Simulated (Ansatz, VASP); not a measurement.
Two plane-wave programs on Bi2Se3

```
CELL_PARAMETERS angstrom
2.11213 1.21944 9.73254
-2.11213 1.21944 9.73254
0.00000 -2.43887 9.73254
ATOMIC_POSITIONS crystal
Bi 0.40080 0.40080 0.40080
Bi 0.59920 0.59920 0.59920
Se 0.00000 0.00000 0.00000
Se 0.21170 0.21170 0.21170
Se 0.78830 0.78830 0.78830
```

Change from the starting cell: volume scaled by 1.06, PAW files.

Alike in both runs: task electric field gradients; functional PBE; k mesh 6 × 6 × 6; occupations fermi-dirac, width 0.03 eV; no spin polarisation.

```csv
,VASP,Ansatz
version,VASP 6.6.1,Ansatz 0.2.0
potentials or method,"VASP PAW PBE potentials, release 64 (Bi_d, Se)","PAW with Ansatz's default frozen-core files, scalar-relativistic"
plane-wave cutoff (eV),520,420
valence electrons in the cell,48,78
```

```csv
,VASP,Ansatz,Ansatz less VASP
pressure (GPa),-0.9,-1.0,-0.01
"traceless stress, the component that is largest in VASP (GPa)",0.07,0.07,-0.001
rms of the force components (eV/Å),0.087,0.091,+0.0036
size of Vzz on the site where it differs most (V/Å²),73.1,75.7,+2.63
```

Atom by atom the forces differ by 0.005 eV/Å (rms over components). VASP's potentials hold 48 valence electrons a cell and Ansatz's 78, so a difference there can come from the potentials and not from the codes.

Spin-orbit coupling is off throughout.
